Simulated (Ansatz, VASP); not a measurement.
Two plane-wave programs on Al3H

```
Al H
1.0
     2.91675    0.00000    0.00000
    -1.45838    2.52598    0.00000
     0.00000    0.00000    9.11663
Al H
3 1
Direct
  0.00000 0.00000 0.00000
  0.66667 0.33333 0.73091
  0.66667 0.33333 0.26909
  0.00000 0.00000 0.50000
```

Change from the starting cell: species swapped into the Mg3Zn type (P-6m2, No. 187).

Alike in both runs: task single point; functional PBE; k mesh 6 × 6 × 2; occupations gaussian, width 0.1 eV; no spin polarisation.

|  | VASP | Ansatz |
| --- | --- | --- |
| version | VASP 6.6.1 | Ansatz 0.2.0 |
| potentials or method | VASP PAW PBE potentials, release 64 (Al, H), cutoff 520 eV | scalar-relativistic, plane waves, PAW |
| valence electrons in the cell | 10 | 10 |

Ansatz gave:

```
gap on the k mesh at the Fermi level (eV)                     : none
pressure (GPa)                                                : -8.1
traceless stress, the component that is largest in VASP (GPa) : -2.30
rms of the force components (eV/Å)                            : 0.245
```

Task: Which values does VASP return?

Result: gap on the k mesh at the Fermi level (eV): none; pressure (GPa): -8.1; traceless stress, the component that is largest in VASP (GPa): -2.28; rms of the force components (eV/Å): 0.244.

Atom by atom the forces differ by 0.000 eV/Å (rms over components). A gap of «none» marks a metal or a gap that the smearing closes.

The k mesh is coarse, so the values compare programs but aren't converged.
